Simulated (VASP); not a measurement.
Write the native input for VASP 6.6.1 that does the following.

* Task: single point
* Functional: LDA
* Potentials or basis: VASP PAW LDA potentials, release 64 (W_sv, C)
* Cutoff: 520 eV
* k mesh: 10 × 10 × 9
* Occupations: fermi-dirac, width 0.05 eV
* Spin: no spin polarisation
* Dipole correction: no
* Further INCAR settings: ALGO = Normal; EDIFF = 1e-06; NBANDS = 16

The structure of WC (Qusongite) lies in POSCAR:

```
WC
1.0
    2.9635046684      0.0000000000      0.0000000000
   -1.4817523342      2.5664703270      0.0000000000
    0.0000000000      0.0000000000      2.8922337321
W C
1 1
Direct
    0.0000000000      0.0000000000      0.0000000000
    0.6666666667      0.3333333333      0.5000000000
```

This cell differs from its parent crystal: volume scaled by 1.06.

One way to write it, as run:

INCAR

```
SYSTEM = WC
  PREC = Accurate
  ENCUT = 520
  EDIFF = 1E-6
  ISMEAR = -1
  SIGMA = 0.05
  LREAL = .FALSE.
  LASPH = .TRUE.
  NELM = 60
  ALGO = Normal
  ISIF = 2
  LWAVE = .FALSE.
  LCHARG = .FALSE.
  GGA = CA
  NBANDS = 16
```

KPOINTS

```
Automatic mesh
0
G
  10 10 9
  0 0 0
```

Potentials or basis: VASP PAW LDA potentials, release 64 (W_sv, C).

Command:

```sh
$ cat potpaw_LDA.64/W_sv/POTCAR potpaw_LDA.64/C/POTCAR > POTCAR
$ mpirun -np 1 vasp_std > vasp.out
```

It gave:

```json
{"Pressure": "-27.5 GPa", "Band gap on the k mesh": "zero (band 9 reaches 10.78 eV, above the bottom of band 10 at 9.64 eV)"}
```

Caveat: spin-orbit coupling is left out, which moves the levels of the heavy elements.

Wall time 10 s on 1 thread of Intel(R) Xeon(R) Platinum 8375C CPU @ 2.90GHz (Ice Lake) (shared host), peak memory 0.14 GiB.
